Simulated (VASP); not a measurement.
# BeS (F-43m) in VASP: further runs

The runs below take BeS through vibrations by perturbation theory, with PBEsol.

Program: VASP 6.6.1. These are calculated values, not measurements. Logs are shortened: lines on timing, memory, paths and dates and some standing lists are left out, and cuts for length are marked.

**1. The cell of the first run**

The structure is cubic, space group F-43m (No. 216). The conventional cell has a = 4.806 Å, b = 4.806 Å, c = 4.806 Å, α = 90.00°, β = 90.00°, γ = 90.00°. Be (site symmetry -43m) has 4 S at 2.08 Å within 2.8 Å. S (site symmetry -43m) has 4 Be at 2.08 Å within 2.8 Å.

**2. Vibrations by perturbation theory, PBEsol**

Contents of INCAR:

```
SYSTEM = BeS
PREC = Accurate ; ENCUT = 520
EDIFF = 1E-8 ; ISMEAR = 0
SIGMA = 0.01 ; LREAL = .FALSE.
LASPH = .TRUE. ; NELM = 100
ALGO = Normal ; ISIF = 2
LWAVE = .FALSE. ; LCHARG = .FALSE.
GGA = PS ; NBANDS = 11
IBRION = 8 ; NSW = 1
```

Contents of KPOINTS:

```
Automatic mesh
0
G
  8 8 8
  0 0 0
```

Contents of POSCAR:

```
BeS
1.0
    2.4029384152      2.4029384152      0.0000000000
   -2.4029384152      2.4029384152      0.0000000000
    0.0000000000      2.4029384152      2.4029384152
Be S
1 1
Direct
    0.0000000000      0.0000000000      0.0000000000
    0.7500000000      0.2500000000      0.5000000000
```

Potentials or basis: VASP PAW PBE potentials, release 64 (Be, S).

On the command line:

```
cat potpaw_PBE.64/Be/POTCAR potpaw_PBE.64/S/POTCAR > POTCAR
mpirun -np 1 vasp_std > vasp.out
```

OUTCAR:

```text
SYSTEM = BeS
   PREC = Accurate
   ENCUT = 520
   EDIFF = 1E-8
   ISMEAR = 0
   LREAL = .FALSE.
   LASPH = .TRUE.
   NELM = 100
   ISIF = 2
   GGA = PS
   IBRION = 8
   NSW = 1

 ion  position               nearest neighbor table
   1  0.000  0.000  0.000-   2 2.08   2 2.08   2 2.08   2 2.08
   2  0.750  0.250  0.500-   1 2.08   1 2.08   1 2.08   1 2.08

  LATTYP: Found a face centered cubic cell.
 ALAT       =     4.8058768304

  Lattice vectors:

 A1 = (   0.0000000000,   2.4029384152,   2.4029384152)
 A2 = (   2.4029384152,   0.0000000000,   2.4029384152)
 A3 = (   2.4029384152,   2.4029384152,   0.0000000000)

Analysis of symmetry for initial positions (statically):
=====================================================================
 Subroutine PRICEL returns:
 Original cell was already a primitive cell.

 Routine SETGRP: Setting up the symmetry group for a
 face centered cubic supercell.

 Subroutine GETGRP returns: Found 24 space group operations
 (whereof 24 operations were pure point group operations)
 out of a pool of 48 trial point group operations.

The static configuration has the point symmetry T_d .

Analysis of symmetry for dynamics (positions and initial velocities):
=====================================================================
 Subroutine PRICEL returns:
 Original cell was already a primitive cell.

 Routine SETGRP: Setting up the symmetry group for a
 face centered cubic supercell.

 Subroutine GETGRP returns: Found 24 space group operations
 (whereof 24 operations were pure point group operations)
 out of a pool of 48 trial point group operations.

The dynamic configuration has the point symmetry T_d .

 Subroutine INISYM returns: Found 24 space group operations
 (whereof 24 operations are pure point group operations),
 and found     1 'primitive' translations

----------------------------------------------------------------------------------------

                                     Primitive cell

  volume of cell :      27.7497

  direct lattice vectors                    reciprocal lattice vectors
     2.402938415  2.402938415  0.000000000     0.208078574  0.208078574 -0.208078574
    -2.402938415  2.402938415  0.000000000    -0.208078574  0.208078574 -0.208078574
     0.000000000  2.402938415  2.402938415     0.000000000  0.000000000  0.416157149

  length of vectors
     3.398268096  3.398268096  3.398268096     0.360402663  0.360402663  0.416157149

  position of ions in fractional coordinates (direct lattice)
     0.000000000  0.000000000  0.000000000
     0.750000000  0.250000000  0.500000000

  ion indices of the primitive-cell ions
   primitive index   ion index
                 1           1
                 2           2

----------------------------------------------------------------------------------------

 KPOINTS: Automatic mesh

Automatic generation of k-mesh.
 Grid dimensions read from file:
 generate k-points for:    8    8    8

 Generating k-lattice:

  Cartesian coordinates                     Fractional coordinates (reciprocal lattice)
     0.026009822  0.026009822 -0.026009822     0.125000000  0.000000000  0.000000000
    -0.026009822  0.026009822 -0.026009822     0.000000000  0.125000000  0.000000000
     0.000000000  0.000000000  0.052019644     0.000000000  0.000000000  0.125000000

  Length of vectors
     0.045050333  0.045050333  0.052019644

  Shift w.r.t. Gamma in fractional coordinates (k-lattice)
     0.000000000  0.000000000  0.000000000

 Subroutine IBZKPT returns following result:
[... 76 lines left out ...]
   AEXX    =    0.0000 exact exchange contribution
   IVDW    =     0    specifies the selected vdW correction
   LEPSILON=     F    determine dielectric tensor
   LRPA    =     F    only Hartree local field effects (RPA)
 non-spin polarized calculation
 Gauss-broadening in eV      SIGMA  =   0.01
  energy-cutoff  :      520.00
  volume of cell :       27.75
 maximum number of plane-waves:       757
 NGX is ok and might be reduce to    28
   NGX = 13   NGY = 13   NGZ = 13

--------------------------------------- Ionic step        1  -------------------------------------------

 number of electron       8.0000001 magnetization

 Free energy of the ion-electron system (eV)
  ---------------------------------------------------
  ext. energy  EPLUGINS =         0.00000000
  ---------------------------------------------------
  free energy    TOTEN  =       -10.55993504 eV

  energy without entropy =      -10.55993504  energy(sigma->0) =      -10.55993504

 E-fermi :   4.4792     XC(G=0): -10.0134

 val. band max:        4.4328005001   @ k =   0.0000   0.0000   0.0000
 cond. band min:       7.2975132135   @ k =   0.5000   0.5000   0.0000
 fundamental gap:      2.8647127134
 Fermi energy:         4.4792190950

 k-point     1 :       0.0000    0.0000    0.0000
  band No.  band energies     occupation
      1      -9.4738      2.00000
      2       4.4328      2.00000
      3       4.4328      2.00000
      4       4.4328      2.00000
      5      10.0286      0.00000
      6      10.0286      0.00000
      7      10.0286      0.00000
      8      10.3706      0.00000
      9      17.2825      0.00000
     10      17.2825      0.00000
     11      19.3207      0.00000
[... 309 lines left out ...]
 k-point    24 :       0.5000    0.2500    0.1250
  band No.  band energies     occupation
      1      -7.4687      2.00000
      2      -1.0570      2.00000
      3       1.5343      2.00000
      4       2.4944      2.00000
      5      10.3870      0.00000
      6      11.0012      0.00000
      7      13.6432      0.00000
      8      14.9804      0.00000
      9      15.9004      0.00000
     10      19.8997      0.00000
     11      20.5120      0.00000

 [... further k-points ...]
[... 5 lines left out ...]
  --------------------------------------------------------------------------------------
  -------------------------------------------------------------------------------------
  Total        0.3777409      0.3777409      0.3777409      0.0000000     -0.0000000      0.0000000
  in kB       21.8095483     21.8095483     21.8095483      0.0000000     -0.0000000      0.0000000
  external PRESSURE =      21.8095483 kB  Pullay stress =       0.0000000 kB

 VOLUME and BASIS-vectors are now :
 -----------------------------------------------------------------------------
  energy-cutoff  :      520.00
  volume of cell :       27.75
      direct lattice vectors                 reciprocal lattice vectors
     2.402938415  2.402938415  0.000000000     0.208078574  0.208078574 -0.208078574
    -2.402938415  2.402938415  0.000000000    -0.208078574  0.208078574 -0.208078574
     0.000000000  2.402938415  2.402938415     0.000000000  0.000000000  0.416157149

 POSITION                                       TOTAL-FORCE (eV/Angst)
 -----------------------------------------------------------------------------------
      0.00000      0.00000      0.00000        -0.000000      0.000000      0.000000
      1.20147      3.60441      1.20147         0.000000     -0.000000      0.000000
 -----------------------------------------------------------------------------------
    total drift:                               -0.000000      0.000000     -0.000000

  FREE ENERGIE OF THE ION-ELECTRON SYSTEM (eV)
  ---------------------------------------------------
  free  energy   TOTEN  =       -10.5599350430 eV

  energy  without entropy=      -10.5599350430  energy(sigma->0) =      -10.55993504

[... ionic steps 2 to 3 ...]

--------------------------------------- Ionic step        4  -------------------------------------------

------------------------ aborting loop because EDIFF is reached ----------------------------------------

[... ionic steps 5 to 6 ...]

--------------------------------------- Ionic step        7  -------------------------------------------

 Free energy of the ion-electron system (eV)
  ---------------------------------------------------
  ---------------------------------------------------
  free energy    TOTEN  =        -0.10178584 eV

  energy without entropy =       -0.10178584

------------------------ aborting loop because EDIFF is reached ----------------------------------------

 INTERNAL STRAIN TENSOR  FOR ION    2  DIRECTION 1   (eV/Angst):
 -----------------------------------------------------------------------------
     0.01371  0.00000 -0.00000
     0.00000 -0.01646  5.42158
     0.00000  5.42158 -0.01646

 INTERNAL STRAIN TENSOR FOR ION    2 for displacements in x,y,z  (eV/Angst):
          X           Y           Z          XY          YZ          ZX
  --------------------------------------------------------------------------------
  x     0.00000     0.00000     0.00000    -0.00000     5.42158     0.00000
  y     0.00000     0.00000     0.00000     0.00000    -0.00000     5.42158
  z     0.00000     0.00000     0.00000     5.42158     0.00000     0.00000

 SECOND DERIVATIVES (NOT SYMMETRIZED)
 ------------------------------------
               1X          1Y          1Z          2X          2Y          2Z
  1X    -9.123488    0.000000    0.000000    9.123488    0.000000    0.000000
  1Y     0.000000   -9.123488    0.000000    0.000000    9.123488    0.000000
  1Z     0.000000    0.000000   -9.123488    0.000000    0.000000    9.123488
  2X     9.127068    0.000000   -0.000000   -9.127068   -0.000000    0.000000
  2Y    -0.000000    9.127068    0.000000    0.000000   -9.127068   -0.000000
  2Z    -0.000000    0.000000    9.127068    0.000000   -0.000000   -9.127068

 Eigenvectors and eigenvalues of the dynamical matrix
 ----------------------------------------------------

   1 f  =   17.803391 THz   111.862005 2PiTHz  593.857205 cm-1    73.628876 meV
             X         Y         Z           dx          dy          dz
      0.000000  0.000000  0.000000    -0.000000    0.000000   -0.883474
      1.201469  3.604408  1.201469    -0.000000   -0.000000    0.468480
[... 21 lines left out ...]
   6 f/i=    0.001445 THz     0.009082 2PiTHz    0.048215 cm-1     0.005978 meV
             X         Y         Z           dx          dy          dz
      0.000000  0.000000  0.000000     0.055640   -0.253516    0.390010
      1.201469  3.604408  1.201469     0.104928   -0.478088    0.735492

--------------------------------------------------------------------------------------------------------

 ELASTIC MODULI CONTR FROM IONIC RELAXATION (kBar)
 Direction    XX          YY          ZZ          XY          YZ          ZX
 --------------------------------------------------------------------------------
 XX          -0.0000     -0.0000     -0.0000     -0.0000     -0.0000      0.0000
 YY          -0.0000     -0.0000     -0.0000     -0.0000     -0.0000     -0.0000
 ZZ          -0.0000     -0.0000     -0.0000     -0.0000     -0.0000      0.0000
 XY          -0.0000     -0.0000     -0.0000   -187.8275      0.0000     -0.0000
 YZ          -0.0000     -0.0000     -0.0000      0.0000   -187.8275      0.0000
 ZX           0.0000     -0.0000      0.0000     -0.0000      0.0000   -187.8275
 --------------------------------------------------------------------------------
```

Wall time 84 s (1 thread of Intel Xeon Platinum 8488C (Sapphire Rapids), shared host); peak memory 0.21 GiB.

What came out:

- Highest phonon frequency at Γ, LO-TO splitting left out: 594 cm⁻¹

Phonon frequencies in cm⁻¹ (negative: imaginary):
```tsv
q point	frequencies
(0.000, 0.000, 0.000)	0 0 0 594 594 594
```

Caveat: the cell wasn't relaxed at this level first, which shifts response properties; the PAW data sets were made with another functional, which shifts forces and pressure a little.

**3. Vibrations by perturbation theory, PBEsol**

This run uses another cell than the first one, of 14.15 Å³/atom, 1.020 times its volume.

Contents of INCAR:

```
SYSTEM = BeS
  ALGO = Normal
  EDIFF = 1E-8
  ENCUT = 520
  GGA = PS
  IBRION = 8
  ISIF = 2
  ISMEAR = 0
  LASPH = .TRUE.
  LCHARG = .FALSE.
  LREAL = .FALSE.
  LWAVE = .FALSE.
  NELM = 100
  NSW = 1
  PREC = Accurate
  SIGMA = 0.01
```

Contents of KPOINTS:

```
k-points
0
G
  8 8 8
  0 0 0
```

Contents of POSCAR:

```
BeS
1.0
    2.4189645438      2.4189645438      0.0000000000
   -2.4189645438      2.4189645438      0.0000000000
    0.0000000000      2.4189645438      2.4189645438
Be S
1 1
Direct
    0.0000000000      0.0000000000      0.0000000000
    0.7500000000      0.2500000000      0.5000000000
```

Potentials or basis: VASP PAW PBE potentials, release 64 (Be, S).

On the command line:

```
cat potpaw_PBE.64/Be/POTCAR potpaw_PBE.64/S/POTCAR > POTCAR
mpirun -np 1 vasp_std > vasp.out
```

OUTCAR:

```text
SYSTEM = BeS
   EDIFF = 1E-8
   ENCUT = 520
   GGA = PS
   IBRION = 8
   ISIF = 2
   ISMEAR = 0
   LASPH = .TRUE.
   LREAL = .FALSE.
   NELM = 100
   NSW = 1
   PREC = Accurate

 ion  position               nearest neighbor table
   1  0.000  0.000  0.000-   2 2.09   2 2.09   2 2.09   2 2.09
   2  0.750  0.250  0.500-   1 2.09   1 2.09   1 2.09   1 2.09

  LATTYP: Found a face centered cubic cell.
 ALAT       =     4.8379290876
[... 522 lines left out ...]
 ------------------------------------
               1X          1Y          1Z          2X          2Y          2Z
  1X    -8.623987   -0.000000    0.000000    8.623987    0.000000   -0.000000
  1Y     0.000000   -8.623987   -0.000000   -0.000000    8.623987    0.000000
  1Z     0.000000   -0.000000   -8.623987   -0.000000    0.000000    8.623987
  2X     8.620030    0.000000    0.000000   -8.620030    0.000000    0.000000
  2Y     0.000000    8.620030    0.000000    0.000000   -8.620030    0.000000
  2Z     0.000000    0.000000    8.620030    0.000000    0.000000   -8.620030

 Eigenvectors and eigenvalues of the dynamical matrix
 ----------------------------------------------------

   1 f  =   17.307557 THz   108.746585 2PiTHz  577.317944 cm-1    71.578270 meV
             X         Y         Z           dx          dy          dz
      0.000000  0.000000  0.000000     0.000000    0.883556   -0.000000
      1.209482  3.628447  1.209482     0.000000   -0.468325    0.000000
[... 21 lines left out ...]
   6 f/i=    0.001643 THz     0.010325 2PiTHz    0.054815 cm-1     0.006796 meV
             X         Y         Z           dx          dy          dz
      0.000000  0.000000  0.000000     0.000000   -0.000000   -0.468325
      1.209482  3.628447  1.209482     0.000000    0.000000   -0.883556

--------------------------------------------------------------------------------------------------------

 ELASTIC MODULI CONTR FROM IONIC RELAXATION (kBar)
 Direction    XX          YY          ZZ          XY          YZ          ZX
 --------------------------------------------------------------------------------
 XX          -0.0000     -0.0000      0.0000      0.0000      0.0000     -0.0000
 YY          -0.0000     -0.0000      0.0000     -0.0000      0.0000      0.0000
 ZZ           0.0000      0.0000     -0.0000      0.0000     -0.0000      0.0000
 XY           0.0000     -0.0000      0.0000   -152.3571      0.0000     -0.0000
 YZ           0.0000      0.0000     -0.0000      0.0000   -152.3571      0.0000
 ZX          -0.0000      0.0000      0.0000     -0.0000      0.0000   -152.3571
 --------------------------------------------------------------------------------
```

It took 79 s on 1 thread of Intel Xeon Platinum 8488C (Sapphire Rapids), shared host; peak memory 0.21 GiB.

What came out:

| Property | Result |
| --- | --- |
| Highest phonon frequency at Γ, LO-TO splitting left out | 577 cm⁻¹ |

Phonon frequencies in cm⁻¹ (negative: imaginary):
| q point | frequencies |
| --- | --- |
| (0.000, 0.000, 0.000) | 0 0 0 577 577 577 |

Caveat: the PAW data sets were made with another functional, which shifts forces and pressure a little.

[end of part 1 of 2]
